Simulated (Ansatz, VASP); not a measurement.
Ir in VASP and in Ansatz

```
Ir
1.0
    -0.01920    1.91010    1.91010
     1.91010   -0.01920    1.91010
     1.91010    1.91010   -0.01920
Ir
1
Direct
  0.00000 0.00000 0.00000
```

Change from the starting cell: equal xy, yz and zx shear strains of -1 %.

Alike in both runs: task single point; functional PBEsol; k mesh 18 × 18 × 18; occupations fermi-dirac, width 0.05 eV; no spin polarisation.

```csv
,VASP,Ansatz
version,VASP 6.6.1,Ansatz 0.2.0
potentials or method,"VASP PAW PBE potentials, release 64 (Ir), cutoff 520 eV","all-electron LAPW, scalar-relativistic"
```

Ansatz gave:

* pressure (GPa): -2.6
* traceless stress, the component that is largest in VASP (GPa): 2.70

Task: What did VASP give for the same quantities?

Result: Pressure (GPa): -1.6; traceless stress, the component that is largest in VASP (GPa): 2.71.

VASP's potentials were made for PBE, not for PBEsol. Ansatz ran all-electron here, and VASP with PAW potentials.

Spin-orbit coupling is off throughout.
